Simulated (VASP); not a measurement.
Input of a VASP 6.6.1 run:

The input INCAR:

```
SYSTEM = PbO
ALGO = Normal
EDIFF = 1E-8
ENCUT = 520
ISIF = 2
ISMEAR = -1
LASPH = .TRUE.
LCHARG = .FALSE.
LEFG = .TRUE.
LREAL = .FALSE.
LWAVE = .FALSE.
NBANDS = 28
NELM = 60
PREC = Accurate
SIGMA = 0.03
```

Contents of KPOINTS:

```
k-points
0
G
  7 7 6
  0 0 0
```

File POSCAR:

```
PbO
1.0
    4.0267007345      0.0000000000      0.0000000000
    0.0000000000      4.0267007345      0.0000000000
    0.0000000000      0.0000000000      5.0880865260
Pb O
2 2
Direct
    0.0000000000      0.5000000000      0.2351000000
    0.5000000000      0.0000000000      0.7649000000
    0.0000000000      0.0000000000      0.0000000000
    0.5000000000      0.5000000000      0.0000000000
```

Potentials or basis: VASP PAW LDA potentials, release 64 (Pb_d, O).

Run with:

```bash
$ cat potpaw_LDA.64/Pb_d/POTCAR potpaw_LDA.64/O/POTCAR > POTCAR
$ mpirun -np 1 vasp_std > vasp.out
```

(1) Predict the pressure.

(2) Estimate the band gap on the k mesh.

(3) Predict the largest force.

Results:

(1) -4.6 GPa.

(2) 1.49 eV, indirect (least direct gap 2.17 eV).

(3) 0.602 eV/Å.

Caveat: without QUAD_EFG the Cq values of the log hold for a quadrupole moment of 1 mb, not for the nuclei; spin-orbit coupling is left out, which moves the levels of the heavy elements.
